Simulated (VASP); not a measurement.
# Si (I4/mmm) in VASP: further runs

The runs below take Si through single point, with r2SCAN.

Everything below comes from runs of VASP 6.6.1. Logs are shortened: lines on timing, memory, paths and dates and some standing lists are left out, and cuts for length are marked.

**1. The cell of the first run**

Symmetry: I4/mmm, No. 139, tetragonal system. Conventional cell: a = 3.156 Å, b = 3.156 Å, c = 2.641 Å, α = 90.00°, β = 90.00°, γ = 90.00°. Within 3.4 Å of Si (site symmetry 4/mmm) lie 14 Si at 2.59 to 3.16 Å.

**2. Single point, r2SCAN (strain -0.030 along x and y, +0.000 along z)**

The input, POSCAR:

```
Si
1.0
   -1.5781074821      1.5781074821      1.3203298500
    1.5781074821     -1.5781074821      1.3203298500
    1.5781074821      1.5781074821     -1.3203298500
Si
1
Direct
    0.0000000000      0.0000000000      0.0000000000
```

The input, INCAR.step1:

```
SYSTEM = Si
PREC = Accurate
ENCUT = 520
ISMEAR = 0
SIGMA = 0.15
LREAL = .FALSE.
LASPH = .TRUE.
NELM = 80
NBANDS = 8
GGA = PE
ALGO = Normal
EDIFF = 1E-4
LWAVE = .TRUE.
LCHARG = .FALSE.
```

The input, INCAR.step2:

```
SYSTEM = Si
PREC = Accurate
ENCUT = 520
EDIFF = 1E-7
ISMEAR = 0
SIGMA = 0.15
LREAL = .FALSE.
LASPH = .TRUE.
NELM = 80
ALGO = Normal
ISIF = 2
LWAVE = .FALSE.
LCHARG = .TRUE.
METAGGA = R2SCAN
LMIXTAU = .TRUE.
LELF = .TRUE.
LVHAR = .TRUE.
NBANDS = 8
ISTART = 1
```

The input, KPOINTS:

```
regular mesh
0
G
  22 22 22
  0 0 0
```

Potentials or basis: VASP PAW PBE potentials, release 64 (Si).

On the command line:

```bash
> cat potpaw_PBE.64/Si/POTCAR > POTCAR
> cp INCAR.step1 INCAR
> mpirun -np 1 vasp_std > vasp.out
> cp INCAR.step2 INCAR
> mpirun -np 1 vasp_std > vasp.out
```

OUTCAR:

```text
SYSTEM = Si
   PREC = Accurate
   ENCUT = 520
   EDIFF = 1E-7
   ISMEAR = 0
   LREAL = .FALSE.
   LASPH = .TRUE.
   NELM = 80
   ISIF = 2
   METAGGA = R2SCAN
   ISTART = 1

 ion  position               nearest neighbor table
   1  0.000  0.000  0.000-

  LATTYP: Found a body centered tetragonal cell.
 ALAT       =     3.1562149642
 C/A-ratio  =     0.8366539447

  Lattice vectors:

 A1 = (  -1.5781074821,   1.5781074821,   1.3203298500)
 A2 = (   1.5781074821,  -1.5781074821,   1.3203298500)
 A3 = (   1.5781074821,   1.5781074821,  -1.3203298500)

Analysis of symmetry for initial positions (statically):
=====================================================================
 Subroutine PRICEL returns:
 Original cell was already a primitive cell.

 Routine SETGRP: Setting up the symmetry group for a
 body centered tetragonal supercell.

 Subroutine GETGRP returns: Found 16 space group operations
 (whereof 16 operations were pure point group operations)
 out of a pool of 16 trial point group operations.

The static configuration has the point symmetry D_4h.

Analysis of symmetry for dynamics (positions and initial velocities):
=====================================================================
 Subroutine PRICEL returns:
 Original cell was already a primitive cell.

 Routine SETGRP: Setting up the symmetry group for a
 body centered tetragonal supercell.

 Subroutine GETGRP returns: Found 16 space group operations
 (whereof 16 operations were pure point group operations)
 out of a pool of 16 trial point group operations.

The dynamic configuration has the point symmetry D_4h.

 Subroutine INISYM returns: Found 16 space group operations
 (whereof 16 operations are pure point group operations),
 and found     1 'primitive' translations

----------------------------------------------------------------------------------------

                                     Primitive cell

  volume of cell :      13.1527

  direct lattice vectors                    reciprocal lattice vectors
    -1.578107482  1.578107482  1.320329850     0.000000000  0.316835200  0.378693249
     1.578107482 -1.578107482  1.320329850     0.316835200  0.000000000  0.378693249
     1.578107482  1.578107482 -1.320329850     0.316835200  0.316835200  0.000000000

  length of vectors
     2.593090311  2.593090311  2.593090311     0.493754109  0.493754109  0.448072637

[... 79 lines left out ...]
   LREAL  =      F    real-space projection
   EDIFFG = 0.1E-05   stopping-criterion for IOM
   NSW    =      0    number of steps for IOM
   IBRION =     -1    ionic relax: 0-MD 1-quasi-New 2-CG
   NFREE  =      0    steps in history (QN), initial steepest desc. (CG)
   ISIF   =      2    stress and relaxation
   ISYM   =      2    0-nonsym 1-usesym 2-fastsym
   POTIM  = 0.5000    time-step for ionic-motion
   TEBEG  =    0.0;   TEEND  =   0.0 temperature during run
   PSTRESS=    0.0 pullay stress
   NELECT =       4.0000    total number of electrons
   NUPDOWN=      -1.0000    fix difference up-down
   EMIN   =  10.00;   EMAX   =-10.00  energy-range for DOS
   EFERMI =   0.00;   METHOD = LEGACY
   ISMEAR =     0;   SIGMA  =   0.15  broadening in eV -4-tet -1-fermi 0-gaus
   EFERMI_NEDOS =   21; number of points for ismear=-14 and -15
   IALGO  =     38    algorithm
   IMIX   =      4    mixing-type and parameters
     AMIX     =   0.40;   BMIX     =  1.00
     AMIX_MAG =   1.60;   BMIX_MAG =  1.00
  volume/ion in A,a.u.               =      13.15        88.76
  Fermi-wavevector in a.u.,A,eV,Ry     =   1.100921  2.080440 16.490640  1.212028
  Thomas-Fermi vector in A             =   2.237340
   LORBIT       =      0    0 simple, 1 ext, 2 COOP (PROOUT), +10 PAW based schemes
   METAGGA = R2SCAN    functional components
   LHFCALC =     F    Hartree Fock is set to
   AEXX    =    0.0000 exact exchange contribution
   IVDW    =     0    specifies the selected vdW correction
   LEPSILON=     F    determine dielectric tensor
   LRPA    =     F    only Hartree local field effects (RPA)
 non-spin polarized calculation
 Gauss-broadening in eV      SIGMA  =   0.15
  energy-cutoff  :      520.00
  volume of cell :       13.15
 maximum number of plane-waves:       364
   NGX =  9   NGY =  9   NGZ =  9

 number of electron       4.0000000 magnetization

 Free energy of the ion-electron system (eV)
  ---------------------------------------------------
  ext. energy  EPLUGINS =         0.00000000
  ---------------------------------------------------
  free energy    TOTEN  =        -8.07193132 eV

  energy without entropy =       -8.06761112  energy(sigma->0) =       -8.06977122

 E-fermi :  11.4759     XC(G=0): -12.3830

 val. band max:       11.4740388711   @ k =  -0.4091  -0.4545   0.3182
 cond. band min:      11.4913349359   @ k =  -0.1364  -0.3182   0.1364
 fundamental gap:      0.0172960648
 Fermi energy:        11.4759132892

 k-point     1 :       0.0000    0.0000    0.0000
  band No.  band energies     occupation
      1      -4.8064      2.00000
      2      22.1773      0.00000
      3      23.4864      0.00000
      4      23.4864      0.00000
      5      26.1770      0.00000
      6      27.1360      0.00000
      7      27.5180      0.00000
      8      27.5180      0.00000
[... 243 lines left out ...]
 k-point    24 :      -0.4545    0.0455    0.0000
  band No.  band energies     occupation
      1       2.0133      2.00000
      2       7.2826      2.00000
      3      16.0522      0.00000
      4      18.2772      0.00000
      5      19.9386      0.00000
      6      23.0090      0.00000
      7      32.6645      0.00000
      8      35.8004      0.00000

 [... further k-points ...]

------------------------ aborting loop because EDIFF is reached ----------------------------------------

  FORCE on cell =-STRESS in cart. coord.  units (eV):
  Direction    XX          YY          ZZ          XY          YZ          ZX
  --------------------------------------------------------------------------------------
  -------------------------------------------------------------------------------------
  Total        0.6993621      0.6993621      0.2422990      0.0000000     -0.0000000      0.0000000
  in kB       85.1916568     85.1916568     29.5152540      0.0000000     -0.0000000      0.0000000
  external PRESSURE =      66.6328559 kB  Pullay stress =       0.0000000 kB

 VOLUME and BASIS-vectors are now :
 -----------------------------------------------------------------------------
  energy-cutoff  :      520.00
  volume of cell :       13.15
      direct lattice vectors                 reciprocal lattice vectors
    -1.578107482  1.578107482  1.320329850     0.000000000  0.316835200  0.378693249
     1.578107482 -1.578107482  1.320329850     0.316835200  0.000000000  0.378693249
     1.578107482  1.578107482 -1.320329850     0.316835200  0.316835200  0.000000000

 POSITION                                       TOTAL-FORCE (eV/Angst)
 -----------------------------------------------------------------------------------
      0.00000      0.00000      0.00000        -0.000000     -0.000000      0.000000
 -----------------------------------------------------------------------------------
    total drift:                                0.000000      0.000000     -0.000000

  FREE ENERGIE OF THE ION-ELECTRON SYSTEM (eV)
  ---------------------------------------------------
  free  energy   TOTEN  =        -8.0719313165 eV

  energy  without entropy=       -8.0676111185  energy(sigma->0) =       -8.06977122
```

Run time: 5.5 min. Hardware: 1 thread of Intel Xeon 8259CL, shared host; peak memory 0.18 GiB.

Results:

```
Free energy            : -8.0719 eV
Pressure               : 6.7 GPa
Band gap on the k mesh : zero (bands 2 and 3 overlap by 15.03 eV)
```

Caveat: the cell differs from its parent crystal (strain -0.030 along x and y, +0.000 along z); the stress differs along the axes, from 3 to 9 GPa; the PAW data sets were made with another functional, which shifts forces and pressure a little.

**3. Single point, r2SCAN (strain -0.015 along x and y, -0.030 along z)**

The input, POSCAR:

```
Si
1.0
   -1.6025112060      1.6025112060      1.2807199545
    1.6025112060     -1.6025112060      1.2807199545
    1.6025112060      1.6025112060     -1.2807199545
Si
1
Direct
    0.0000000000      0.0000000000      0.0000000000
```

The input, INCAR.step1:

```
PREC = Accurate ; ENCUT = 520
ISMEAR = 0 ; SIGMA = 0.15
LREAL = F ; LASPH = T
NELM = 100 ; NBANDS = 8
GGA = PE ; ALGO = Normal
EDIFF = 1E-4 ; LWAVE = T
LCHARG = F
```

The input, INCAR.step2:

```
PREC = Accurate ; ENCUT = 520
EDIFF = 1E-6 ; ISMEAR = 0
SIGMA = 0.15 ; LREAL = F
LASPH = T ; NELM = 100
ALGO = Normal ; ISIF = 2
LWAVE = F ; LCHARG = F
METAGGA = R2SCAN ; LMIXTAU = T
NBANDS = 8 ; ISTART = 1
```

The input, KPOINTS:

```
Automatic mesh
0
Gamma
  22 22 22
```

Potentials or basis: VASP PAW PBE potentials, release 64 (Si).

On the command line:

```bash
> cat potpaw_PBE.64/Si/POTCAR > POTCAR
> cp INCAR.step1 INCAR
> mpirun -np 1 vasp_std > vasp.out
> cp INCAR.step2 INCAR
> mpirun -np 1 vasp_std > vasp.out
```

Wall time 5.7 min (1 thread of Intel Xeon 8259CL, shared host); peak memory 0.19 GiB.

The run converged. Its results:

```
Free energy            : -8.0797 eV
Pressure               : 6.8 GPa
Band gap on the k mesh : zero (bands 2 and 3 overlap by 14.61 eV)
```

Stress tensor (GPa, compression positive):
```
7.10 0.00 0.00
0.00 7.10 0.00
0.00 0.00 6.25
```

Levels at points of the mesh, in eV from the Fermi level:
| k point | band 1 | band 2 | band 3 | band 4 | band 5 |
| --- | --- | --- | --- | --- | --- |
| (0.00, 0.00, 0.00) | -16.28 | 10.00 | 11.30 | 11.30 | 13.90 |
| (0.50, 0.00, 0.00) | -7.30 | -6.37 | 5.43 | 6.45 | 7.31 |
| (0.50, 0.50, 0.00) | -9.36 | -8.45 | 10.76 | 12.77 | 12.92 |
| (0.50, 0.50, 0.50) | -2.91 | -2.91 | -1.41 | 0.84 | 5.22 |

Caveat: the cell differs from its parent crystal (strain -0.015 along x and y, -0.030 along z); the cell stands under pressure; the PAW data sets were made with another functional, which shifts forces and pressure a little.

(Part 1 of 2 ends here.)
